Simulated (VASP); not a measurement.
Wanted: the native input for a VASP 6.6.1 run.

| Item | Value |
| --- | --- |
| Task | single point |
| Functional | PBE |
| Potentials or basis | VASP PAW PBE potentials, release 64 (Hf_pv) |
| Cutoff | 500 eV |
| k mesh | 11 × 11 × 11 |
| Occupations | methfessel-paxton, width 0.1 eV |
| Spin | no spin polarisation |
| Dipole correction | no |
| Further INCAR settings | ALGO = Normal; EDIFF = 1e-06; NBANDS = 11 |

The structure of Hf lies in POSCAR:

```
Hf
1.0
   -1.8404011445      1.8404011445      1.8404011445
    1.8404011445     -1.8404011445      1.8404011445
    1.8404011445      1.8404011445     -1.8404011445
Hf
1
Direct
    0.0000000000      0.0000000000      0.0000000000
```

The input as run:

INCAR

```
SYSTEM = Hf
PREC = Accurate
ENCUT = 500
EDIFF = 1E-6
ISMEAR = 1
SIGMA = 0.1
LREAL = .False.
LASPH = .True.
NELM = 120
ALGO = Normal
ISIF = 2
LWAVE = .False.
LCHARG = .False.
GGA = PE
NBANDS = 11
GGA_COMPAT = .False.
```

KPOINTS

```
regular mesh
0
Gamma
  11 11 11
  0 0 0
```

Potentials or basis: VASP PAW PBE potentials, release 64 (Hf_pv).

The run is started by

```sh
$ cat potpaw_PBE.64/Hf_pv/POTCAR > POTCAR
$ mpirun -np 1 vasp_std > vasp.out
```

Results of the run:

```yaml
Pressure: -9.7 GPa
Band_gap_on_the_k_mesh: zero (band 5 reaches 5.30 eV, above the bottom of band 6 at 3.12 eV)
```

Caveat: spin-orbit coupling is left out, which moves the levels of the heavy elements.

Wall time 15 s on 1 thread of Intel Xeon 8259CL (shared host), peak memory 0.14 GiB.
